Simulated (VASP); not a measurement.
# Na (I4/mmm) in VASP: notebook

The runs below take Na through single point, with PBE.

Everything below comes from runs of VASP 6.6.1. Logs are shortened: lines on timing, memory, paths and dates and some standing lists are left out, and cuts for length are marked.

### Step 1. The cell of the first run

The structure is tetragonal, space group I4/mmm (No. 139). The conventional cell has a = 4.299 Å, b = 4.299 Å, c = 4.362 Å, α = 90.00°, β = 90.00°, γ = 90.00°. Within 4.9 Å of Na (site symmetry 4/mmm) lie 14 Na at 3.74 to 4.36 Å.

### Step 2. Single point, PBE (strain +0.015 along x and y, +0.030 along z)

Contents of INCAR:

```
ALGO = Normal
EDIFF = 1E-6
ENCUT = 520
GGA = PE
ISIF = 2
ISMEAR = 0
LASPH = True
LCHARG = False
LREAL = False
LWAVE = False
NBANDS = 10
NELM = 60
PREC = Accurate
SIGMA = 0.15
```

Contents of KPOINTS:

```
k-points
0
Gamma
  16 16 16
```

Contents of POSCAR:

```
Na
1.0
   -2.1492625000      2.1492625000      2.1810250000
    2.1492625000     -2.1492625000      2.1810250000
    2.1492625000      2.1492625000     -2.1810250000
Na
1
Direct
    0.0000000000      0.0000000000      0.0000000000
```

Potentials or basis: VASP PAW PBE potentials, release 64 (Na_pv).

Started as:

```console
$ cat potpaw_PBE.64/Na_pv/POTCAR > POTCAR
$ mpirun -np 1 vasp_std > vasp.out
```

OUTCAR:

```text
EDIFF = 1E-6
   ENCUT = 520
   GGA = PE
   ISIF = 2
   ISMEAR = 0
   LASPH = True
   LREAL = False
   NELM = 60
   PREC = Accurate

 ion  position               nearest neighbor table
   1  0.000  0.000  0.000-

  LATTYP: Found a body centered tetragonal cell.
 ALAT       =     4.2985250000
 C/A-ratio  =     1.0147783251

  Lattice vectors:

 A1 = (  -2.1492625000,   2.1492625000,   2.1810250000)
 A2 = (   2.1492625000,  -2.1492625000,   2.1810250000)
 A3 = (   2.1492625000,   2.1492625000,  -2.1810250000)

Analysis of symmetry for initial positions (statically):
=====================================================================
 Subroutine PRICEL returns:
 Original cell was already a primitive cell.

 Routine SETGRP: Setting up the symmetry group for a
 body centered tetragonal supercell.

 Subroutine GETGRP returns: Found 16 space group operations
 (whereof 16 operations were pure point group operations)
 out of a pool of 16 trial point group operations.

The static configuration has the point symmetry D_4h.

Analysis of symmetry for dynamics (positions and initial velocities):
=====================================================================
 Subroutine PRICEL returns:
 Original cell was already a primitive cell.

 Routine SETGRP: Setting up the symmetry group for a
 body centered tetragonal supercell.

 Subroutine GETGRP returns: Found 16 space group operations
 (whereof 16 operations were pure point group operations)
 out of a pool of 16 trial point group operations.

The dynamic configuration has the point symmetry D_4h.

 Subroutine INISYM returns: Found 16 space group operations
 (whereof 16 operations are pure point group operations),
 and found     1 'primitive' translations

----------------------------------------------------------------------------------------

                                     Primitive cell

  volume of cell :      40.2995

  direct lattice vectors                    reciprocal lattice vectors
    -2.149262500  2.149262500  2.181025000     0.000000000  0.232637940  0.229250009
     2.149262500 -2.149262500  2.181025000     0.232637940  0.000000000  0.229250009
     2.149262500  2.149262500 -2.181025000     0.232637940  0.232637940  0.000000000

  length of vectors
     3.741059828  3.741059828  3.741059828     0.326612886  0.326612886  0.328999730

  position of ions in fractional coordinates (direct lattice)
     0.000000000  0.000000000  0.000000000

[... 74 lines left out ...]
   NELM   =     60;   NELMIN=  2; NELMDL= -5     # of ELM steps
   EDIFF  = 0.1E-05   stopping-criterion for ELM
   LREAL  =      F    real-space projection
   EDIFFG = 0.1E-04   stopping-criterion for IOM
   NSW    =      0    number of steps for IOM
   IBRION =     -1    ionic relax: 0-MD 1-quasi-New 2-CG
   NFREE  =      0    steps in history (QN), initial steepest desc. (CG)
   ISIF   =      2    stress and relaxation
   ISYM   =      2    0-nonsym 1-usesym 2-fastsym
   POTIM  = 0.5000    time-step for ionic-motion
   TEBEG  =    0.0;   TEEND  =   0.0 temperature during run
   PSTRESS=    0.0 pullay stress
   NELECT =       7.0000    total number of electrons
   NUPDOWN=      -1.0000    fix difference up-down
   EMIN   =  10.00;   EMAX   =-10.00  energy-range for DOS
   EFERMI =   0.00;   METHOD = LEGACY
   ISMEAR =     0;   SIGMA  =   0.15  broadening in eV -4-tet -1-fermi 0-gaus
   EFERMI_NEDOS =   21; number of points for ismear=-14 and -15
   IALGO  =     38    algorithm
   IMIX   =      4    mixing-type and parameters
     AMIX     =   0.40;   BMIX     =  1.00
     AMIX_MAG =   1.60;   BMIX_MAG =  1.00
  volume/ion in A,a.u.               =      40.30       271.95
  Fermi-wavevector in a.u.,A,eV,Ry     =   0.913428  1.726129 11.352031  0.834351
  Thomas-Fermi vector in A             =   2.037938
   LORBIT       =      0    0 simple, 1 ext, 2 COOP (PROOUT), +10 PAW based schemes
   GGA     = PE    functional components
   LHFCALC =     F    Hartree Fock is set to
   AEXX    =    0.0000 exact exchange contribution
   IVDW    =     0    specifies the selected vdW correction
   LEPSILON=     F    determine dielectric tensor
   LRPA    =     F    only Hartree local field effects (RPA)
 non-spin polarized calculation
 Gauss-broadening in eV      SIGMA  =   0.15
  energy-cutoff  :      520.00
  volume of cell :       40.30
 maximum number of plane-waves:      1107
   NGX = 13   NGY = 13   NGZ = 13

 number of electron       6.9999998 magnetization

 Free energy of the ion-electron system (eV)
  ---------------------------------------------------
  ext. energy  EPLUGINS =         0.00000000
  ---------------------------------------------------
  free energy    TOTEN  =        -1.30784790 eV

  energy without entropy =       -1.30250685  energy(sigma->0) =       -1.30517737

 E-fermi :   0.1004     XC(G=0):  -6.2892

 val. band max:        0.0967969333   @ k =   0.5000   0.1875   0.0000
 cond. band min:       0.1055135851   @ k =  -0.1875   0.4375   0.1250
 fundamental gap:      0.0087166518
 Fermi energy:         0.1004398373

 k-point     1 :       0.0000    0.0000    0.0000
  band No.  band energies     occupation
      1     -24.8711      2.00000
      2     -24.8711      2.00000
      3     -24.8711      2.00000
      4      -3.0071      2.00000
      5      11.2319      0.00000
      6      11.2320      0.00000
      7      11.4413      0.00000
      8      12.1535      0.00000
      9      12.3598      0.00000
     10      12.7453      0.00000
[... 287 lines left out ...]
 k-point    24 :      -0.0625    0.0625    0.0000
  band No.  band energies     occupation
      1     -24.8721      2.00000
      2     -24.8714      2.00000
      3     -24.8711      2.00000
      4      -2.9414      2.00000
      5      10.4865      0.00000
      6      10.7736      0.00000
      7      10.9129      0.00000
      8      11.5402      0.00000
      9      11.8586      0.00000
     10      12.8838      0.00000

 [... further k-points ...]
[... 5 lines left out ...]
  --------------------------------------------------------------------------------------
  -------------------------------------------------------------------------------------
  Total       -0.1485587     -0.1485587     -0.1520664      0.0000000      0.0000000      0.0000000
  in kB       -5.9062120     -5.9062120     -6.0456665      0.0000000      0.0000000      0.0000000
  external PRESSURE =      -5.9526969 kB  Pullay stress =       0.0000000 kB

 VOLUME and BASIS-vectors are now :
 -----------------------------------------------------------------------------
  energy-cutoff  :      520.00
  volume of cell :       40.30
      direct lattice vectors                 reciprocal lattice vectors
    -2.149262500  2.149262500  2.181025000     0.000000000  0.232637940  0.229250009
     2.149262500 -2.149262500  2.181025000     0.232637940  0.000000000  0.229250009
     2.149262500  2.149262500 -2.181025000     0.232637940  0.232637940  0.000000000

 POSITION                                       TOTAL-FORCE (eV/Angst)
 -----------------------------------------------------------------------------------
      0.00000      0.00000      0.00000         0.000000      0.000000      0.000000
 -----------------------------------------------------------------------------------
    total drift:                               -0.000000     -0.000000     -0.000000

  FREE ENERGIE OF THE ION-ELECTRON SYSTEM (eV)
  ---------------------------------------------------
  free  energy   TOTEN  =        -1.3078478960 eV

  energy  without entropy=       -1.3025068515  energy(sigma->0) =       -1.30517737
```

Wall time 39 s (1 thread of Intel Xeon Platinum 8488C (Sapphire Rapids), shared host); peak memory 0.23 GiB.

Results:

```
Free energy : -1.3078 eV
Pressure    : -0.6 GPa
```

Levels at points of the mesh, in eV from the Fermi level:
```
           k point  band 1  band 2  band 3  band 4  band 5  band 6  band 7
(0.00, 0.00, 0.00)  -24.97  -24.97  -24.97   -3.11   11.13   11.13   11.34
(0.50, 0.00, 0.00)  -25.00  -24.98  -24.97    0.72    1.11    7.93    8.66
(0.50, 0.50, 0.00)  -25.00  -24.98  -24.97    0.77    1.17    7.75    8.48
(0.50, 0.50, 0.50)  -24.99  -24.99  -24.99    4.32    4.44    4.46    4.70
```

Caveat: the cell differs from its parent crystal (strain +0.015 along x and y, +0.030 along z).

### Step 3. Single point, PBE (strain +0.030 along x and y, +0.015 along z)

Contents of INCAR:

```
  ALGO = Normal
  EDIFF = 1E-7
  ENCUT = 520
  GGA = PE
  ISIF = 2
  ISMEAR = 0
  LASPH = True
  LCHARG = True
  LELF = True
  LREAL = False
  LVHAR = True
  LWAVE = False
  NBANDS = 10
  NELM = 80
  PREC = Accurate
  SIGMA = 0.15
```

KPOINTS is that of step 2.

Contents of POSCAR:

```
Na
1.0
   -2.1810250000      2.1810250000      2.1492625000
    2.1810250000     -2.1810250000      2.1492625000
    2.1810250000      2.1810250000     -2.1492625000
Na
1
Direct
    0.0000000000      0.0000000000      0.0000000000
```

Potentials or basis: VASP PAW PBE potentials, release 64 (Na_pv).

Started as:

```console
$ cat potpaw_PBE.64/Na_pv/POTCAR > POTCAR
$ mpirun -np 1 vasp_std > vasp.out
```

Run time: 49 s. Hardware: 1 thread of Intel Xeon Platinum 8488C (Sapphire Rapids), shared host; peak memory 0.23 GiB.

Results (log left out):

```
Free energy : -1.3056 eV
Pressure    : -0.7 GPa
```

Levels at points of the mesh, in eV from the Fermi level:
| k point | band 1 | band 2 | band 3 | band 4 | band 5 | band 6 | band 7 | band 8 |
| --- | --- | --- | --- | --- | --- | --- | --- | --- |
| (0.00, 0.00, 0.00) | -24.98 | -24.98 | -24.98 | -3.08 | 10.97 | 11.18 | 11.18 | 11.95 |
| (0.50, 0.00, 0.00) | -25.01 | -24.99 | -24.98 | 0.75 | 1.13 | 7.75 | 8.45 | 8.65 |
| (0.50, 0.50, 0.00) | -25.01 | -24.99 | -24.98 | 0.70 | 1.07 | 7.93 | 8.62 | 8.83 |
| (0.50, 0.50, 0.50) | -25.00 | -25.00 | -25.00 | 4.30 | 4.41 | 4.49 | 4.49 | 4.73 |

Caveat: the cell differs from its parent crystal (strain +0.030 along x and y, +0.015 along z).
